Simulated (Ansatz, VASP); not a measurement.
## YbH3: VASP beside Ansatz

INCAR

```
SYSTEM = YbH3
ALGO = Normal
EDIFF = 1E-7
ENCUT = 520
GGA = PE
ISIF = 2
ISMEAR = -1
ISPIN = 2
LASPH = .TRUE.
LCHARG = .FALSE.
LMAXMIX = 6
LORBIT = 11
LREAL = .FALSE.
LWAVE = .FALSE.
MAGMOM = 1 0 0 0
NBANDS = 26
NELM = 150
PREC = Accurate
SIGMA = 0.05
```

Contents of KPOINTS:

```
k-points
0
G
  9 9 9
  0 0 0
```

File POSCAR:

```
YbH3
1.0
    0.0000000000      2.6049710000      2.6049710000
    2.6049710000      0.0000000000      2.6049710000
    2.6049710000      2.6049710000      0.0000000000
Yb H
1 3
Direct
    0.0000000000      0.0000000000      0.0000000000
    0.5000000000      0.5000000000      0.5000000000
    0.2500000000      0.2500000000      0.2500000000
    0.7500000000      0.7500000000      0.7500000000
```

File input.yaml:

```yaml
crystal:
  lattice:
    - [0.0, 2.604971, 2.604971]
    - [2.604971, 0.0, 2.604971]
    - [2.604971, 2.604971, 0.0]
  atoms:
    - { symbol: Yb, position: [0.0, 0.0, 0.0], spin: 1.0 }
    - { symbol: H, position: [0.5, 0.5, 0.5] }
    - { symbol: H, position: [0.25, 0.25, 0.25] }
    - { symbol: H, position: [0.75, 0.75, 0.75] }
hamiltonian:
  xc: pbe
  pseudopotentials: { kind: paw }
magnetization:
  spin_polarized: true
kpoints:
  mp_grid: { grid: [9, 9, 9] }
scf:
  occupations: { method: fermi_dirac, width: 0.05 }
output:
  forces: true
  stress: true
  eigenvalues: true
  write_density: true
  write_potential: true
  elf: true
  volumetric_format: npy
```

Alike in both runs: task single point; functional PBE; k mesh 9 × 9 × 9; occupations fermi-dirac, width 0.05 eV; collinear spin.

```csv
,VASP,Ansatz
version,VASP 6.6.1,Ansatz 0.2.0
potentials or method,"VASP PAW PBE potentials, release 64 (Yb, H)",Ansatz PAW
plane-wave cutoff (eV),520,420
valence electrons in the cell,27,27
```

```tsv
	VASP	Ansatz	Ansatz less VASP
gap on the k mesh at the Fermi level (eV)	none	none	-
pressure (GPa)	-5.4	-5.4	+0.05
net moment per atom (μB)	0.04	0.04	-0.002
size of the moment on the site where the two differ most (μB)	0.16	0.16	-0.007
```

Site moments also hang on the region over which each program counts them. A gap of «none» marks a metal or a gap that the smearing closes.

Neither program's run includes spin-orbit coupling.
